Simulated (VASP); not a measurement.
# PtSe2 (Sudovikovite): relaxation of the atoms with PBE

Crystal: PtSe2 (Sudovikovite).

```
CELL_PARAMETERS angstrom
3.72400 0.00000 0.00000
-1.86200 3.22508 0.00000
0.00000 0.00000 5.06200
ATOMIC_POSITIONS crystal
Pt 0.00000 0.00000 0.00000
Se 0.33333 0.66667 0.25000
Se 0.66667 0.33333 0.75000
```

```yaml
Program: VASP 6.6.1
Task: relaxation of the atoms
Functional: PBE
Potentials_or_basis: VASP PAW PBE potentials, release 64 (Pt, Se)
Cutoff: 520 eV
k_mesh: 10 × 10 × 7
Occupations: fermi-dirac, width 0.05 eV
Spin: no spin polarisation
Dipole_correction: no
Further_INCAR_settings: ALGO = Normal; EDIFF = 1e-06; IBRION = 2; EDIFFG = -0.02; NSW = 80
```

```json
{
 "Energy gained by relaxing": "8.8 meV/atom",
 "Ionic steps": "3",
 "Pressure after relaxing": "4.3 GPa",
 "Largest force after relaxing": "0.005 eV/Å",
 "Band gap on the k mesh": "zero (band 11 reaches 7.01 eV, above the bottom of band 12 at 6.30 eV)"
}
```

Forces on the atoms (eV/Å):
```
Pt   0.000  0.000  0.000
Se   0.000  0.000 -0.005
Se   0.000  0.000  0.005
```

Stress tensor (GPa, compression positive):
```
5.18 0.00 0.00
0.00 5.18 0.00
0.00 0.00 2.58
```

The path:
```
step  energy change (eV)  largest force (eV/Å)  pressure (GPa)
   1              0.0000                0.5693            7.30
   2             -0.0218                0.2306            5.55
   3             -0.0263                0.0050            4.32
```

Final structure:
```cif
data_structure
_symmetry_space_group_name_H-M 'P 1'
_symmetry_Int_Tables_number 1
_cell_length_a 3.7240
_cell_length_b 3.7240
_cell_length_c 5.0620
_cell_angle_alpha 90.000
_cell_angle_beta 90.000
_cell_angle_gamma 120.000
_cell_volume 60.80
loop_
_atom_site_label
_atom_site_type_symbol
_atom_site_fract_x
_atom_site_fract_y
_atom_site_fract_z
_atom_site_occupancy
Pt1 Pt 0.00000 0.00000 0.00000 1
Se1 Se 0.33333 0.66667 0.25943 1
Se2 Se 0.66667 0.33333 0.74057 1
```

Levels at points of the mesh, in eV from the Fermi level:
| k point | band 9 | band 10 | band 11 | band 12 | band 13 | band 14 |
| --- | --- | --- | --- | --- | --- | --- |
| (0.00, 0.00, 0.00) | -0.93 | -0.93 | 0.56 | 1.32 | 1.32 | 3.66 |
| (0.50, 0.00, 0.00) | -3.29 | -3.24 | -2.88 | 0.60 | 2.35 | 4.94 |

Wall time 2.8 min on 1 thread of Intel(R) Xeon(R) Platinum 8375C CPU @ 2.90GHz (Ice Lake) (shared host), peak memory 0.23 GiB.

Caveat: spin-orbit coupling is left out, which moves the levels of the heavy elements.
